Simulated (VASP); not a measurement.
# Br: single point with PBE

Br:

```
Br
1.0
     0.00000    3.50671    3.50671
     3.50671    0.00000    3.50671
     3.50671    3.50671    0.00000
Br
2
Direct
  0.87500 0.87500 0.87500
  0.12500 0.12500 0.12500
```

```yaml
Program: VASP 6.6.1
Task: single point
Functional: PBE
Potentials_or_basis: VASP PAW PBE potentials, release 64 (Br)
Cutoff: 520 eV
k_mesh: 11 × 11 × 11
Occupations: fermi-dirac, width 0.08 eV
Spin: no spin polarisation
Dipole_correction: no
Further_INCAR_settings: ALGO = Normal; EDIFF = 1e-06; NBANDS = 14
```

- Pressure: 0.1 GPa
- Band gap on the k mesh: zero (bands 7 and 8 overlap by 1.17 eV)

Levels at points of the mesh, in eV from the Fermi level:
```tsv
k point	band 4	band 5	band 6	band 7	band 8	band 9	band 10	band 11
(0.00, 0.00, 0.00)	-2.64	-2.64	-0.84	-0.84	-0.84	5.24	9.14	9.14
```

Wall time 31 s on 1 thread of Intel(R) Xeon(R) 6975P-C (Granite Rapids), on a shared host, peak memory 0.25 GiB.
